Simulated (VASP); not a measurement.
# PtSe2 (P-3m1) in VASP: relaxation of cell and atoms with r2SCAN

Aim: the relaxation of cell and atoms of PtSe2 with r2SCAN.

Program: VASP 6.6.1. These are calculated values, not measurements. Logs are shortened: lines on timing, memory, paths and dates and some standing lists are left out, and cuts for length are marked.

### 1 The cell of the first run

It takes space group P-3m1 (No. 164, trigonal). The conventional cell has a = 3.717 Å, b = 3.717 Å, c = 5.820 Å, α = 90.00°, β = 90.00°, γ = 120.00°. Pt (site symmetry -3m) has 6 Se at 2.52 Å within 3.3 Å. Within 3.3 Å of Se (site symmetry 3m) lie 3 Pt at 2.52 Å.

### 2 Relaxation of cell and atoms, r2SCAN

POSCAR reads:

```
PtSe2
1.0
    3.7173065480      0.0000000000      0.0000000000
   -1.8586532740      3.2192819042      0.0000000000
    0.0000000000      0.0000000000      5.8200740200
Pt Se
1 2
Direct
    0.0000000000      0.0000000000      0.0000000000
    0.6666666700      0.3333333300      0.7746118400
    0.3333333300      0.6666666700      0.2253881600
```

INCAR.step1 reads:

```
SYSTEM = PtSe2
PREC = Accurate ; ENCUT = 600
ISMEAR = 0 ; SIGMA = 0.02
LREAL = .FALSE. ; LASPH = .TRUE.
NELM = 100 ; GGA = PE
ALGO = Normal ; EDIFF = 1E-4
LWAVE = .TRUE. ; LCHARG = .FALSE.
```

INCAR.step2 reads:

```
SYSTEM = PtSe2
PREC = Accurate ; ENCUT = 600
EDIFF = 1E-7 ; ISMEAR = 0
SIGMA = 0.02 ; LREAL = .FALSE.
LASPH = .TRUE. ; NELM = 100
ALGO = Normal ; ISIF = 3
LWAVE = .FALSE. ; LCHARG = .FALSE.
METAGGA = R2SCAN ; LMIXTAU = .TRUE.
IBRION = 2 ; NSW = 100
EDIFFG = -0.01 ; ISTART = 1
```

KPOINTS reads:

```
Automatic mesh
0
G
  9 9 6
  0 0 0
```

Potentials or basis: VASP PAW PBE potentials, release 64 (Pt, Se).

Run with:

```
> cat potpaw_PBE.64/Pt/POTCAR potpaw_PBE.64/Se/POTCAR > POTCAR
> cp INCAR.step1 INCAR
> mpirun -np 1 vasp_std > vasp.out
> cp INCAR.step2 INCAR
> mpirun -np 1 vasp_std > vasp.out
```

OUTCAR:

```text
SYSTEM = PtSe2
   PREC = Accurate
   ENCUT = 600
   EDIFF = 1E-7
   ISMEAR = 0
   LREAL = .FALSE.
   LASPH = .TRUE.
   NELM = 100
   ISIF = 3
   METAGGA = R2SCAN
   IBRION = 2
   NSW = 100
   EDIFFG = -0.01
   ISTART = 1

 ion  position               nearest neighbor table
   1  0.000  0.000  0.000-   2 2.52   3 2.52   3 2.52   2 2.52   2 2.52   3 2.52
   2  0.667  0.333  0.775-   1 2.52   1 2.52   1 2.52
   3  0.333  0.667  0.225-   1 2.52   1 2.52   1 2.52

  LATTYP: Found a hexagonal cell.
 ALAT       =     3.7173065480
 C/A-ratio  =     1.5656696441

  Lattice vectors:

 A1 = (   3.7173065480,   0.0000000000,   0.0000000000)
 A2 = (  -1.8586532740,   3.2192819042,   0.0000000000)
 A3 = (   0.0000000000,   0.0000000000,   5.8200740200)

Analysis of symmetry for initial positions (statically):
=====================================================================
 Subroutine PRICEL returns:
 Original cell was already a primitive cell.

 Routine SETGRP: Setting up the symmetry group for a
 hexagonal supercell.

 Subroutine GETGRP returns: Found 12 space group operations
 (whereof 12 operations were pure point group operations)
 out of a pool of 24 trial point group operations.

The static configuration has the point symmetry D_3d.

Analysis of symmetry for dynamics (positions and initial velocities):
=====================================================================
 Subroutine PRICEL returns:
 Original cell was already a primitive cell.

 Routine SETGRP: Setting up the symmetry group for a
 hexagonal supercell.

 Subroutine GETGRP returns: Found 12 space group operations
 (whereof 12 operations were pure point group operations)
 out of a pool of 24 trial point group operations.

The dynamic configuration has the point symmetry D_3d.

 Subroutine INISYM returns: Found 12 space group operations
 (whereof 12 operations are pure point group operations),
 and found     1 'primitive' translations

----------------------------------------------------------------------------------------

                                     Primitive cell

  volume of cell :      69.6492

  direct lattice vectors                    reciprocal lattice vectors
[... 100 lines left out ...]
   NELECT =      22.0000    total number of electrons
   NUPDOWN=      -1.0000    fix difference up-down
   EMIN   =  10.00;   EMAX   =-10.00  energy-range for DOS
   EFERMI =   0.00;   METHOD = LEGACY
   ISMEAR =     0;   SIGMA  =   0.02  broadening in eV -4-tet -1-fermi 0-gaus
   EFERMI_NEDOS =   21; number of points for ismear=-14 and -15
   IALGO  =     38    algorithm
   IMIX   =      4    mixing-type and parameters
     AMIX     =   0.40;   BMIX     =  1.00
     AMIX_MAG =   1.60;   BMIX_MAG =  1.00
  volume/ion in A,a.u.               =      23.22       156.67
  Fermi-wavevector in a.u.,A,eV,Ry     =   1.114920  2.106894 16.912680  1.243047
  Thomas-Fermi vector in A             =   2.251520
   LORBIT       =      0    0 simple, 1 ext, 2 COOP (PROOUT), +10 PAW based schemes
   METAGGA = R2SCAN    functional components
   LHFCALC =     F    Hartree Fock is set to
   AEXX    =    0.0000 exact exchange contribution
   IVDW    =     0    specifies the selected vdW correction
   LEPSILON=     F    determine dielectric tensor
   LRPA    =     F    only Hartree local field effects (RPA)
 conjugate gradient relaxation of ions
 non-spin polarized calculation
 Gauss-broadening in eV      SIGMA  =   0.02
  energy-cutoff  :      600.00
  volume of cell :       69.65
 maximum number of plane-waves:      2376
 NGX is ok and might be reduce to    30
   NGX = 15   NGY = 15   NGZ = 23

--------------------------------------- Ionic step        1  -------------------------------------------

 number of electron      21.9999997 magnetization

 Free energy of the ion-electron system (eV)
  ---------------------------------------------------
  ext. energy  EPLUGINS =         0.00000000
  ---------------------------------------------------
  free energy    TOTEN  =       -81.49861771 eV

  energy without entropy =      -81.49861771  energy(sigma->0) =      -81.49861771

------------------------ aborting loop because EDIFF is reached ----------------------------------------

  FORCE on cell =-STRESS in cart. coord.  units (eV):
  Direction    XX          YY          ZZ          XY          YZ          ZX
  --------------------------------------------------------------------------------------
  -------------------------------------------------------------------------------------
  Total        0.0348719      0.0348719      0.0050527      0.0000000      0.0000000      0.0000000
  in kB        0.8021767      0.8021767      0.1162308      0.0000000      0.0000000      0.0000000
  external PRESSURE =       0.5735281 kB  Pullay stress =       0.0000000 kB
[... 61 lines left out ...]
--------------------------------------- Ionic step        3  -------------------------------------------

 number of electron      21.9999997 magnetization

 Free energy of the ion-electron system (eV)
  ---------------------------------------------------
  ext. energy  EPLUGINS =         0.00000000
  ---------------------------------------------------
  free energy    TOTEN  =       -81.49862427 eV

  energy without entropy =      -81.49862427  energy(sigma->0) =      -81.49862427

 E-fermi :   4.4626     XC(G=0): -10.3828

 val. band max:        4.3224526077   @ k =   0.1111   0.0000   0.0000
 cond. band min:       5.0318843734   @ k =   0.0000   0.2222   0.3333
 fundamental gap:      0.7094317658
 Fermi energy:         4.4625872368

 k-point     1 :       0.0000    0.0000    0.0000
  band No.  band energies     occupation
      1     -10.9765      2.00000
      2      -8.8293      2.00000
      3      -2.0480      2.00000
      4      -1.6124      2.00000
      5      -1.6124      2.00000
      6       0.6888      2.00000
      7       0.6888      2.00000
      8       2.1173      2.00000
      9       3.7095      2.00000
     10       3.7095      2.00000
     11       4.2901      2.00000
     12       6.6944      0.00000
     13       6.6944      0.00000
     14       9.1282      0.00000
[... 401 lines left out ...]
      2      -9.0087      2.00000
      3      -1.6556      2.00000
      4      -1.3228      2.00000
      5      -0.9257      2.00000
      6      -0.4725      2.00000
      7       0.2218      2.00000
      8       1.2620      2.00000
      9       2.6761      2.00000
     10       2.7586      2.00000
     11       3.9611      2.00000
     12       5.2473      0.00000
     13       6.2029      0.00000
     14       9.9211      0.00000
     15      12.0044      0.00000

 [... further k-points ...]
[... 5 lines left out ...]
  --------------------------------------------------------------------------------------
  -------------------------------------------------------------------------------------
  Total        0.0073650      0.0073650     -0.0114913      0.0000000      0.0000000      0.0000000
  in kB        0.1693492      0.1693492     -0.2642281      0.0000000      0.0000000      0.0000000
  external PRESSURE =       0.0248234 kB  Pullay stress =       0.0000000 kB
[... 18 lines left out ...]
  FREE ENERGIE OF THE ION-ELECTRON SYSTEM (eV)
  ---------------------------------------------------
  free  energy   TOTEN  =       -81.4986242669 eV

  energy  without entropy=      -81.4986242669  energy(sigma->0) =      -81.49862427

 reached required accuracy - stopping structural energy minimisation
```

OUTCAR.step1:

```text
SYSTEM = PtSe2
   PREC = Accurate
   ENCUT = 600
   ISMEAR = 0
   LREAL = .FALSE.
   LASPH = .TRUE.
[... 658 lines left out ...]
      0.00000      0.00000      0.00000         0.000000      0.000000      0.000000
      1.85865      1.07309      4.50830         0.000000      0.000000     -0.136050
     -0.00000      2.14619      1.31178        -0.000000      0.000000      0.136050
 -----------------------------------------------------------------------------------
    total drift:                               -0.000000     -0.000000      0.000000

  FREE ENERGIE OF THE ION-ELECTRON SYSTEM (eV)
  ---------------------------------------------------
  free  energy   TOTEN  =       -14.2821608745 eV

  energy  without entropy=      -14.2821608745  energy(sigma->0) =      -14.28216087
```

Wall time 6.7 min (1 thread of Intel Xeon Platinum 8488C (Sapphire Rapids), shared host); peak memory 0.29 GiB.

Results:

| Property | Result |
| --- | --- |
| Free energy | -81.4986 eV |
| Relaxed volume | 23.23 Å³/atom |
| Relaxed cell | a = 3.718 Å, b = 3.718 Å, c = 5.820 Å, α = 90.00°, β = 90.00°, γ = 120.00° |
| Space group after relaxing (to 0.05 Å) | P-3m1 (No. 164) |
| Energy gained by relaxing | 0.0 meV/atom |
| Ionic steps | 3 |
| Pressure after relaxing | 0.0 GPa |
| Largest force after relaxing | 0.003 eV/Å |
| Band gap on the k mesh | 0.71 eV, indirect (least direct gap 1.05 eV) |

Forces in eV/Å, atoms in the order of the input:
```
Pt   0.000  0.000  0.000
Se   0.000  0.000  0.003
Se   0.000  0.000 -0.003
```

Final structure:
```
CELL_PARAMETERS angstrom
3.71804 0.00000 0.00000
-1.85902 3.21992 0.00000
0.00000 0.00000 5.82024
ATOMIC_POSITIONS crystal
Pt 0.00000 0.00000 0.00000
Se 0.66667 0.33333 0.77460
Se 0.33333 0.66667 0.22540
```

Levels at points of the mesh, in eV from the valence-band top:
```
           k point  band 7  band 8  band 9  band 10  band 11  band 12  band 13  band 14  band 15
(0.00, 0.00, 0.00)   -3.63   -2.21   -0.61    -0.61    -0.03     2.37     2.37     4.81     5.22
(0.00, 0.00, 0.50)   -3.64   -2.16   -1.55    -0.74    -0.74     2.63     2.63     5.58     6.63
```

Caveat: the PAW data sets were made with another functional, which shifts forces and pressure a little; spin-orbit coupling is left out, which moves the levels of the heavy elements. r2SCAN opens gaps a little over a GGA but as a rule still falls short of measured ones.
